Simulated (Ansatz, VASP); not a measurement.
# BaF2: VASP beside Ansatz

```xyz
3
Lattice="0.0000 3.1230 3.1230 3.1230 0.0000 3.1230 3.1230 3.1230 0.0000" Properties=species:S:1:pos:R:3 pbc="T T T"
Ba    0.0000    0.0000    0.0000
F     1.5615    1.5615    1.5615
F     4.6845    4.6845    4.6845
```

Alike in both runs: functional PBE; k mesh 6 × 6 × 6; occupations gaussian, width 0.02 eV; no spin polarisation.

Ansatz relaxed the structure, and its values are those at the end. VASP's run is a single point on that final structure, the one shown.

|  | VASP | Ansatz |
| --- | --- | --- |
| version | VASP 6.6.1 | Ansatz 0.2.0 |
| potentials or method | VASP PAW PBE potentials, release 64 (Ba_sv, F), cutoff 600 eV | scalar-relativistic, plane waves, PAW |
| valence electrons in the cell | 24 | 24 |

```tsv
	VASP	Ansatz	Ansatz less VASP
gap on the k mesh at the Fermi level (eV)	6.68	6.75	+0.071
least direct gap on the mesh (eV)	6.73	6.82	+0.081
pressure (GPa)	0.9	0.0	-0.90
```

The functional is the same, so the differences come from potentials, cutoffs and numerics.

Spin-orbit coupling is off throughout.
